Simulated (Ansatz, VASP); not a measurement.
# Mn: VASP beside Ansatz

The input INCAR:

```
  PREC = Accurate
  ENCUT = 600
  EDIFF = 1E-6
  ISMEAR = 0
  SIGMA = 0.1
  LREAL = F
  LASPH = T
  NELM = 100
  ALGO = Normal
  ISIF = 3
  LWAVE = F
  LCHARG = F
  GGA = PS
  IBRION = 2
  NSW = 80
  EDIFFG = -0.05
```

Contents of KPOINTS:

```
regular mesh
0
Gamma
  10 10 10
```

File POSCAR:

```
Mn
1.0
   -1.4070850358      1.4070850358      1.4070850358
    1.4070850358     -1.4070850358      1.4070850358
    1.4070850358      1.4070850358     -1.4070850358
Mn
1
Direct
    0.0000000000      0.0000000000      0.0000000000
```

Input for Ansatz:

```yaml
crystal:
  lattice:
    - [-1.4070850358, 1.4070850358, 1.4070850358]
    - [1.4070850358, -1.4070850358, 1.4070850358]
    - [1.4070850358, 1.4070850358, -1.4070850358]
  atoms:
    - { symbol: Mn, position: [0.0, 0.0, 0.0] }
basis:
  ecutwfc: 420
kpoints:
  mp_grid: { grid: [10, 10, 10] }
hamiltonian:
  xc: pbesol
scf:
  occupations: { method: gaussian, width: 0.1 }
output:
  forces: true
  stress: true
  eigenvalues: true
relax:
  adjacent_minimum: "off"
  f_tol: 0.05
  max_steps: 60
  cell: { stress_tol: 0.5 }
```

Alike in both runs: task relaxation of cell and atoms; functional PBEsol; k mesh 10 × 10 × 10; occupations gaussian, width 0.1 eV; no spin polarisation.

|  | VASP | Ansatz |
| --- | --- | --- |
| version | VASP 6.6.1 | Ansatz 0.2.0 |
| potentials or method | VASP PAW PBE potentials, release 64 (Mn_pv), cutoff 600 eV | scalar-relativistic, plane waves, PAW |
| valence electrons in the cell | 13 | 15 |

VASP gave:

| Item | Value |
| --- | --- |
| gap on the k mesh at the Fermi level, each at its own relaxed structure (eV) | none |
| relaxed volume (Å³/atom) | 10.38 |
| relaxed cell length with the largest relative difference (Å) | 2.380 |

Problem. What did Ansatz give for the same quantities?

Solution. gap on the k mesh at the Fermi level, each at its own relaxed structure (eV): none; relaxed volume (Å³/atom): 10.39; relaxed cell length with the largest relative difference (Å): 2.381.

VASP's potentials were made for PBE, not for PBEsol. A gap of «none» marks a metal or a gap that the smearing closes. VASP's potentials hold 13 valence electrons a cell and Ansatz's 15, so a difference there can come from the potentials and not from the codes.
